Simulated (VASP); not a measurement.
Runs of VASP 6.6.1 on Sn. The structure is that of space group I4/mmm (No. 139), or close to it. The cells are those of the table. 

| level | cell | k mesh | gap on the mesh (eV) | pressure (GPa) |
| --- | --- | --- | --- | --- |
| PBEsol-based global hybrid with 25 % exact exchange | a = 3.316 Å, angles 104.5, 104.5, 119.9°, 1 atom | 5 × 5 × 5 | none | -1.1 |
| PBE0 | a = 3.316 Å, angles 104.5, 104.5, 119.9°, 1 atom | 5 × 5 × 5 | none | (a) |
| PBE0 | a = 3.316 Å, angles 104.5, 104.5, 119.9°, 1 atom | 6 × 6 × 6 | none | -0.6 |
| PBEsol-based global hybrid with 25 % exact exchange | a = 3.288 Å, angles 105.3, 105.3, 118.2°, 1 atom | 5 × 5 × 5 | none | -0.2 |
| PBE0 | a = 3.339 Å, angles 105.4, 105.4, 118.0°, 1 atom | 5 × 5 × 5 | none | -0.2 |

Alike in all rows: task single point; potentials or basis VASP PAW PBE potentials, release 64 (Sn_d); no spin polarisation; cutoff (eV) 520; smearing fermi-dirac 0.05 eV.

**Question.** Estimate the missing entries.

**Answer.** (a) 0.8.

Caveats: all runs use coarse meshes; the PAW data sets were made with another functional, which shifts forces and pressure a little; spin-orbit coupling is left out, which moves the levels of the heavy elements.

A k mesh can miss the band edges, and the runs leave out spin-orbit coupling on Sn.

A gap of «none» marks levels without a gap at the run's occupations.
